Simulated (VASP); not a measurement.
# CoMo (P-6m2) in VASP: further runs

Runs on CoMo. Level: LDA. Tasks: single point.

All numbers are computed with VASP 6.6.1; they aren't measurements. Logs are shortened: lines on timing, memory, paths and dates and some standing lists are left out, and cuts for length are marked.

## 1. The cell of the first run

It takes space group P-6m2 (No. 187, hexagonal). The conventional cell has a = 2.695 Å, b = 2.695 Å, c = 4.184 Å, α = 90.00°, β = 90.00°, γ = 120.00°. Co (site symmetry -6m2) has 6 Mo at 2.61 Å and 6 Co at 2.69 Å within 3.4 Å. Mo (site symmetry -6m2) has 6 Co at 2.61 Å and 6 Mo at 2.69 Å within 3.4 Å.

## 2. Single point, LDA, collinear spin, ferromagnetic start

INCAR reads:

```
SYSTEM = CoMo
ALGO = Normal
EDIFF = 1E-7
ENCUT = 520
ISIF = 2
ISMEAR = -1
ISPIN = 2
LASPH = .True.
LCHARG = .False.
LMAXMIX = 4
LORBIT = 11
LREAL = .False.
LWAVE = .False.
MAGMOM = 0.47 0
NBANDS = 22
NELM = 150
NUPDOWN = 0.47
PREC = Accurate
SIGMA = 0.05
```

KPOINTS reads:

```
k-points
0
Gamma
  14 14 8
  0 0 0
```

POSCAR reads:

```
CoMo
1.0
    2.6949279053      0.0000000000      0.0000000000
   -1.3474639526      2.3338760273      0.0000000000
    0.0000000000      0.0000000000      4.1836180000
Co Mo
1 1
Direct
    0.6666666667      0.3333333333      0.5000000000
    0.3333333333      0.6666666667      0.0000000000
```

Potentials or basis: VASP PAW LDA potentials, release 64 (Co, Mo_sv).

Run with:

```bash
$ cat potpaw_LDA.64/Co/POTCAR potpaw_LDA.64/Mo_sv/POTCAR > POTCAR
$ mpirun -np 1 vasp_std > vasp.out
```

OUTCAR:

```text
SYSTEM = CoMo
   EDIFF = 1E-7
   ENCUT = 520
   ISIF = 2
   ISMEAR = -1
   ISPIN = 2
   LASPH = .True.
   LORBIT = 11
   LREAL = .False.
   NELM = 150
   NUPDOWN = 0.47
   PREC = Accurate

 ion  position               nearest neighbor table
   1  0.667  0.333  0.500-   2 2.61   2 2.61   2 2.61   2 2.61   2 2.61   2 2.61
   2  0.333  0.667  0.000-   1 2.61   1 2.61   1 2.61   1 2.61   1 2.61   1 2.61

  LATTYP: Found a hexagonal cell.
 ALAT       =     2.6949279053
 C/A-ratio  =     1.5524044231

  Lattice vectors:

 A1 = (   2.6949279053,   0.0000000000,   0.0000000000)
 A2 = (  -1.3474639526,   2.3338760273,   0.0000000000)
 A3 = (   0.0000000000,   0.0000000000,   4.1836180000)

Analysis of symmetry for initial positions (statically):
=====================================================================
 Subroutine PRICEL returns:
 Original cell was already a primitive cell.

 Routine SETGRP: Setting up the symmetry group for a
 hexagonal supercell.

 Subroutine GETGRP returns: Found 12 space group operations
 (whereof 12 operations were pure point group operations)
 out of a pool of 24 trial point group operations.

The static configuration has the point symmetry D_3h.

Analysis of symmetry for dynamics (positions and initial velocities):
=====================================================================
 Subroutine PRICEL returns:
 Original cell was already a primitive cell.

 Routine SETGRP: Setting up the symmetry group for a
 hexagonal supercell.

 Subroutine GETGRP returns: Found 12 space group operations
 (whereof 12 operations were pure point group operations)
 out of a pool of 24 trial point group operations.

The dynamic configuration has the point symmetry D_3h.

Analysis of structural, dynamic, and magnetic symmetry:
=====================================================================
 Subroutine PRICEL returns:
 Original cell was already a primitive cell.

 Routine SETGRP: Setting up the symmetry group for a
 hexagonal supercell.

 Subroutine GETGRP returns: Found 12 space group operations
 (whereof 12 operations were pure point group operations)
 out of a pool of 24 trial point group operations.

The overall configuration has the point symmetry D_3h.

 Subroutine INISYM returns: Found 12 space group operations
 (whereof 12 operations are pure point group operations),
 and found     1 'primitive' translations

----------------------------------------------------------------------------------------

                                     Primitive cell

  volume of cell :      26.3134

  direct lattice vectors                    reciprocal lattice vectors
     2.694927905  0.000000000  0.000000000     0.371067440  0.214235887  0.000000000
    -1.347463953  2.333876027  0.000000000     0.000000000  0.428471773  0.000000000
     0.000000000  0.000000000  4.183618000     0.000000000  0.000000000  0.239027559

  length of vectors
     2.694927905  2.694927905  4.183618000     0.428471773  0.428471773  0.239027559

  position of ions in fractional coordinates (direct lattice)
     0.666666667  0.333333333  0.500000000
     0.333333333  0.666666667  0.000000000

  ion indices of the primitive-cell ions
   primitive index   ion index
                 1           1
                 2           2

----------------------------------------------------------------------------------------

 KPOINTS: k-points

Automatic generation of k-mesh.
 Grid dimensions read from file:
 generate k-points for:   14   14    8

 Generating k-lattice:

  Cartesian coordinates                     Fractional coordinates (reciprocal lattice)
     0.026504817  0.015302563  0.000000000     0.071428571  0.000000000  0.000000000
     0.000000000  0.030605127  0.000000000     0.000000000  0.071428571  0.000000000
     0.000000000  0.000000000  0.029878445     0.000000000  0.000000000  0.125000000

  Length of vectors
     0.030605127  0.030605127  0.029878445

  Shift w.r.t. Gamma in fractional coordinates (k-lattice)
     0.000000000  0.000000000  0.000000000

 Subroutine IBZKPT returns following result:
 ===========================================

 Found    120 irreducible k-points:

 Following reciprocal coordinates:
            Coordinates               Weight
  0.000000  0.000000  0.000000      1.000000
  0.071429 -0.000000  0.000000      6.000000
  0.142857 -0.000000  0.000000      6.000000
  0.214286  0.000000  0.000000      6.000000
  0.285714 -0.000000  0.000000      6.000000
  0.357143  0.000000  0.000000      6.000000
[... 16 lines left out ...]
  0.285714  0.285714  0.000000      6.000000
  0.357143  0.285714  0.000000      6.000000
 [... further k-points ...]
   k-points           NKPTS =    120   k-points in BZ     NKDIM =    120   number of bands    NBANDS=     22
   number of dos      NEDOS =    301   number of ions     NIONS =      2
   total plane-waves  NPLWV =  12800
   dimension x,y,z NGX =    20 NGY =   20 NGZ =   32
   dimension x,y,z NGXF=    40 NGYF=   40 NGZF=   64
   ions per type =               1   1
   NGX,Y,Z   is equivalent  to a cutoff of  12.34, 12.34, 12.72 a.u.
   NGXF,Y,Z  is equivalent  to a cutoff of  24.68, 24.68, 25.43 a.u.
 SYSTEM =  CoMo
   PREC   = accura    normal or accurate (medium, high low for compatibility)
   ISTART =      0    job   : 0-new  1-cont  2-samecut
   ICHARG =      2    charge: 1-file 2-atom 10-const
   ISPIN  =      2    spin polarized calculation?
   LNONCOLLINEAR =      F non collinear calculations
   LSORBIT =      F    spin-orbit coupling
   LASPH  =      T    aspherical Exc in radial PAW
   ENCUT  =  520.0 eV  38.22 Ry    6.18 a.u.   5.01  5.01  7.78*2*pi/ulx,y,z
   NELM   =    150;   NELMIN=  2; NELMDL= -5     # of ELM steps
   EDIFF  = 0.1E-06   stopping-criterion for ELM
   LREAL  =      F    real-space projection
   EDIFFG = 0.1E-05   stopping-criterion for IOM
   NSW    =      0    number of steps for IOM
   IBRION =     -1    ionic relax: 0-MD 1-quasi-New 2-CG
   NFREE  =      0    steps in history (QN), initial steepest desc. (CG)
   ISIF   =      2    stress and relaxation
   ISYM   =      2    0-nonsym 1-usesym 2-fastsym
   POTIM  = 0.5000    time-step for ionic-motion
   TEBEG  =    0.0;   TEEND  =   0.0 temperature during run
   PSTRESS=    0.0 pullay stress
   NELECT =      23.0000    total number of electrons
   NUPDOWN=       0.4700    fix difference up-down
   EMIN   =  10.00;   EMAX   =-10.00  energy-range for DOS
   EFERMI =   0.00;   METHOD = LEGACY
   ISMEAR =    -1;   SIGMA  =   0.05  broadening in eV -4-tet -1-fermi 0-gaus
   EFERMI_NEDOS =   21; number of points for ismear=-14 and -15
   IALGO  =     38    algorithm
   IMIX   =      4    mixing-type and parameters
     AMIX     =   0.40;   BMIX     =  1.00
     AMIX_MAG =   1.60;   BMIX_MAG =  1.00
  volume/ion in A,a.u.               =      13.16        88.79
  Fermi-wavevector in a.u.,A,eV,Ry     =   1.565279  2.957949 33.335617  2.450099
  Thomas-Fermi vector in A             =   2.667779
   LORBIT       =     11    0 simple, 1 ext, 2 COOP (PROOUT), +10 PAW based schemes
   GGA     = CA    functional components
   LHFCALC =     F    Hartree Fock is set to
   AEXX    =    0.0000 exact exchange contribution
   IVDW    =     0    specifies the selected vdW correction
   LEPSILON=     F    determine dielectric tensor
   LRPA    =     F    only Hartree local field effects (RPA)
 spin polarized calculation
  energy-cutoff  :      520.00
  volume of cell :       26.31
 maximum number of plane-waves:       726
 NGX is ok and might be reduce to    20
   NGX =  9   NGY =  9   NGZ = 15

 number of electron      23.0000002 magnetization       0.4700000

 Free energy of the ion-electron system (eV)
  ---------------------------------------------------
  ext. energy  EPLUGINS =         0.00000000
  ---------------------------------------------------
  free energy    TOTEN  =       -19.90305758 eV

  energy without entropy =      -19.88438411  energy(sigma->0) =      -19.89372085

 E-fermi :  11.2126     XC(G=0): -13.6711

 val. band max:       11.2637950514   @ k =   0.0714  -0.0000   0.2500
 cond. band min:      11.2252911673   @ k =   0.1429   0.0714   0.1250
 fundamental gap:     -0.0385038841
 Fermi energy:        11.2666286409

 spin component 1

 k-point     1 :       0.0000    0.0000    0.0000
  band No.  band energies     occupation
      1     -49.2640      1.00000
      2     -23.5814      1.00000
      3     -22.6661      1.00000
      4     -22.6661      1.00000
      5       3.5563      1.00000
      6       6.4190      1.00000
[... 14 lines left out ...]
     21      32.4860      0.00000
     22      32.9199      0.00000

 k-point     2 :       0.0714   -0.0000    0.0000
  band No.  band energies     occupation
      1     -49.2510      1.00000
      2     -23.5694      1.00000
      3     -22.7487      1.00000
      4     -22.6845      1.00000
      5       3.7323      1.00000
      6       6.5731      1.00000
[... 14 lines left out ...]
     21      31.3706      0.00000
     22      32.6138      0.00000

 k-point     3 :       0.1429   -0.0000    0.0000
  band No.  band energies     occupation
      1     -49.2143      1.00000
      2     -23.5357      1.00000
      3     -22.9767      1.00000
      4     -22.7357      1.00000
      5       4.2314      1.00000
      6       6.9609      1.00000
[... 14 lines left out ...]
     21      30.5141      0.00000
     22      31.6851      0.00000
[... 476 lines left out ...]
 k-point    23 :       0.2857    0.2857    0.0000
  band No.  band energies     occupation
      1     -48.9709      1.00000
      2     -23.9254      1.00000
      3     -23.5273      1.00000
      4     -23.3126      1.00000
      5       7.3177      1.00000
      6       7.8685      1.00000
[... 14 lines left out ...]
     21      28.1369      0.00000
     22      28.6104      0.00000

 k-point    24 :       0.3571    0.2857    0.0000
  band No.  band energies     occupation
      1     -48.9624      1.00000
      2     -23.8748      1.00000
      3     -23.6390      1.00000
      4     -23.3048      1.00000
      5       7.2832      1.00000
      6       8.0059      1.00000
[... 14 lines left out ...]
     21      27.6930      0.00000
     22      27.8441      0.00000

 [... further k-points ...]

 spin component 2

 k-point     1 :       0.0000    0.0000    0.0000
  band No.  band energies     occupation
      1     -49.2673      1.00000
      2     -23.5891      1.00000
      3     -22.6679      1.00000
      4     -22.6679      1.00000
      5       3.5883      1.00000
      6       6.4947      1.00000
[... 14 lines left out ...]
     21      32.5776      0.00000
     22      32.9373      0.00000

 k-point     2 :       0.0714   -0.0000    0.0000
  band No.  band energies     occupation
      1     -49.2543      1.00000
      2     -23.5771      1.00000
      3     -22.7506      1.00000
      4     -22.6863      1.00000
      5       3.7648      1.00000
      6       6.6533      1.00000
[... 14 lines left out ...]
     21      31.4673      0.00000
     22      32.6381      0.00000

 k-point     3 :       0.1429   -0.0000    0.0000
  band No.  band energies     occupation
      1     -49.2176      1.00000
      2     -23.5434      1.00000
      3     -22.9785      1.00000
      4     -22.7376      1.00000
      5       4.2650      1.00000
      6       7.0557      1.00000
[... 14 lines left out ...]
     21      30.5352      0.00000
     22      31.6823      0.00000
[... 476 lines left out ...]
 k-point    23 :       0.2857    0.2857    0.0000
  band No.  band energies     occupation
      1     -48.9743      1.00000
      2     -23.9269      1.00000
      3     -23.5290      1.00000
      4     -23.3204      1.00000
      5       7.4538      1.00000
      6       8.0288      1.00000
[... 14 lines left out ...]
     21      28.1816      0.00000
     22      28.6413      0.00000

 k-point    24 :       0.3571    0.2857    0.0000
  band No.  band energies     occupation
      1     -48.9657      1.00000
      2     -23.8764      1.00000
      3     -23.6406      1.00000
      4     -23.3126      1.00000
      5       7.4254      1.00000
      6       8.1714      1.00000
[... 14 lines left out ...]
     21      27.7389      0.00000
     22      27.8682      0.00000

 [... further k-points ...]

------------------------ aborting loop because EDIFF is reached ----------------------------------------

  FORCE on cell =-STRESS in cart. coord.  units (eV):
  Direction    XX          YY          ZZ          XY          YZ          ZX
  --------------------------------------------------------------------------------------
  -------------------------------------------------------------------------------------
  Total       -2.0269189     -2.0269189     -2.0593626     -0.0000000      0.0000000      0.0000000
  in kB     -123.4155795   -123.4155795   -125.3910231     -0.0000000      0.0000000      0.0000000
  external PRESSURE =    -124.0740607 kB  Pullay stress =       0.0000000 kB

 VOLUME and BASIS-vectors are now :
 -----------------------------------------------------------------------------
  energy-cutoff  :      520.00
  volume of cell :       26.31
      direct lattice vectors                 reciprocal lattice vectors
     2.694927905  0.000000000  0.000000000     0.371067440  0.214235887  0.000000000
    -1.347463953  2.333876027  0.000000000     0.000000000  0.428471773  0.000000000
     0.000000000  0.000000000  4.183618000     0.000000000  0.000000000  0.239027559

 POSITION                                       TOTAL-FORCE (eV/Angst)
 -----------------------------------------------------------------------------------
      1.34746      0.77796      2.09181         0.000000      0.000000      0.000000
     -0.00000      1.55592      0.00000        -0.000000     -0.000000      0.000000
 -----------------------------------------------------------------------------------
    total drift:                                0.000001     -0.000000      0.000000

  FREE ENERGIE OF THE ION-ELECTRON SYSTEM (eV)
  ---------------------------------------------------
  free  energy   TOTEN  =       -19.9030575844 eV

  energy  without entropy=      -19.8843841072  energy(sigma->0) =      -19.89372085

 total charge

# of ion       s       p       d       tot
------------------------------------------
    1        0.474   0.491   7.320   8.285
    2        2.413   6.199   4.011  12.623
--------------------------------------------------
tot          2.887   6.690  11.331  20.908

 magnetization (x)

# of ion       s       p       d       tot
------------------------------------------
    1       -0.002  -0.001   0.485   0.482
    2       -0.001  -0.002  -0.005  -0.009
--------------------------------------------------
tot         -0.003  -0.003   0.480   0.473
```

It took 70 s on 1 thread of AMD EPYC 9R45 (Zen 5), shared host; peak memory 0.18 GiB.

Results:

| Property | Result |
| --- | --- |
| Free energy | -19.9031 eV |
| Pressure | -12.4 GPa |
| Net moment | 0.47 μB per cell |
| Site moments | Co +0.48; Mo -0.01 μB |
| Valence electrons inside the program's atomic spheres | Co 8.29; Mo 12.62 |

Caveat: the cell stands under tension; the total moment is fixed, so each spin has its own Fermi level and the state may be an excited one.

## 3. Single point, LDA, collinear spin, ferromagnetic start

INCAR reads:

```
SYSTEM = CoMo
PREC = Accurate ; ENCUT = 520
EDIFF = 1E-7 ; ISMEAR = -1
SIGMA = 0.05 ; LREAL = .FALSE.
LASPH = .TRUE. ; NELM = 150
ALGO = Normal ; ISIF = 2
LWAVE = .FALSE. ; LCHARG = .TRUE.
ISPIN = 2 ; MAGMOM = 0.53 0
LORBIT = 11 ; NUPDOWN = 0.53
LMAXMIX = 4 ; LELF = .TRUE.
LVHAR = .TRUE. ; NBANDS = 22
```

KPOINTS reads:

```
regular mesh
0
G
  14 14 8
  0 0 0
```

POSCAR is that of step 2.

Potentials or basis: VASP PAW LDA potentials, release 64 (Co, Mo_sv).

Run with:

```bash
$ cat potpaw_LDA.64/Co/POTCAR potpaw_LDA.64/Mo_sv/POTCAR > POTCAR
$ mpirun -np 1 vasp_std > vasp.out
```

OUTCAR:

```text
SYSTEM = CoMo
   PREC = Accurate
   ENCUT = 520
   EDIFF = 1E-7
   ISMEAR = -1
   LREAL = .FALSE.
   LASPH = .TRUE.
   NELM = 150
   ISIF = 2
   ISPIN = 2
   LORBIT = 11
   NUPDOWN = 0.53

 ion  position               nearest neighbor table
   1  0.667  0.333  0.500-   2 2.61   2 2.61   2 2.61   2 2.61   2 2.61   2 2.61
   2  0.333  0.667  0.000-   1 2.61   1 2.61   1 2.61   1 2.61   1 2.61   1 2.61

  LATTYP: Found a hexagonal cell.
 ALAT       =     2.6949279053
 C/A-ratio  =     1.5524044231

  Lattice vectors:

 A1 = (   2.6949279053,   0.0000000000,   0.0000000000)
 A2 = (  -1.3474639526,   2.3338760273,   0.0000000000)
 A3 = (   0.0000000000,   0.0000000000,   4.1836180000)

Analysis of symmetry for initial positions (statically):
=====================================================================
 Subroutine PRICEL returns:
 Original cell was already a primitive cell.

 Routine SETGRP: Setting up the symmetry group for a
 hexagonal supercell.

[... 799 lines left out ...]
      5       3.5916      1.00000
      6       6.5038      1.00000
[... 589 lines left out ...]
     21      27.7439      0.00000
     22      27.8727      0.00000

 [... further k-points ...]

------------------------ aborting loop because EDIFF is reached ----------------------------------------

  FORCE on cell =-STRESS in cart. coord.  units (eV):
  Direction    XX          YY          ZZ          XY          YZ          ZX
  --------------------------------------------------------------------------------------
  -------------------------------------------------------------------------------------
  Total       -2.0450455     -2.0450455     -1.9901157     -0.0000000      0.0000000     -0.0000000
  in kB     -124.5192816   -124.5192816   -121.1746970     -0.0000000      0.0000000     -0.0000000
  external PRESSURE =    -123.4044201 kB  Pullay stress =       0.0000000 kB

 VOLUME and BASIS-vectors are now :
 -----------------------------------------------------------------------------
  energy-cutoff  :      520.00
  volume of cell :       26.31
      direct lattice vectors                 reciprocal lattice vectors
     2.694927905  0.000000000  0.000000000     0.371067440  0.214235887  0.000000000
    -1.347463953  2.333876027  0.000000000     0.000000000  0.428471773  0.000000000
     0.000000000  0.000000000  4.183618000     0.000000000  0.000000000  0.239027559

 POSITION                                       TOTAL-FORCE (eV/Angst)
 -----------------------------------------------------------------------------------
      1.34746      0.77796      2.09181         0.000000      0.000000      0.000000
     -0.00000      1.55592      0.00000        -0.000000      0.000000      0.000000
 -----------------------------------------------------------------------------------
    total drift:                                0.000001     -0.000000      0.000000

  FREE ENERGIE OF THE ION-ELECTRON SYSTEM (eV)
  ---------------------------------------------------
  free  energy   TOTEN  =       -19.9009460633 eV

  energy  without entropy=      -19.8825692217  energy(sigma->0) =      -19.89175764

 total charge

# of ion       s       p       d       tot
------------------------------------------
    1        0.474   0.491   7.319   8.284
    2        2.413   6.199   4.012  12.623
--------------------------------------------------
tot          2.887   6.690  11.331  20.908

 magnetization (x)

# of ion       s       p       d       tot
------------------------------------------
    1       -0.002  -0.000   0.528   0.526
    2       -0.001  -0.001   0.007   0.004
--------------------------------------------------
tot         -0.003  -0.001   0.535   0.531
```

Run time: 70 s. Hardware: 1 thread of AMD EPYC 9R45 (Zen 5), shared host; peak memory 0.19 GiB.

Results:

* Free energy: -19.9009 eV
* Pressure: -12.3 GPa
* Net moment: 0.53 μB per cell
* Site moments: Co +0.53; Mo +0.00 μB
* Valence electrons inside the program's atomic spheres: Co 8.28; Mo 12.62

Caveat: the cell stands under tension; the total moment is fixed, so each spin has its own Fermi level and the state may be an excited one.
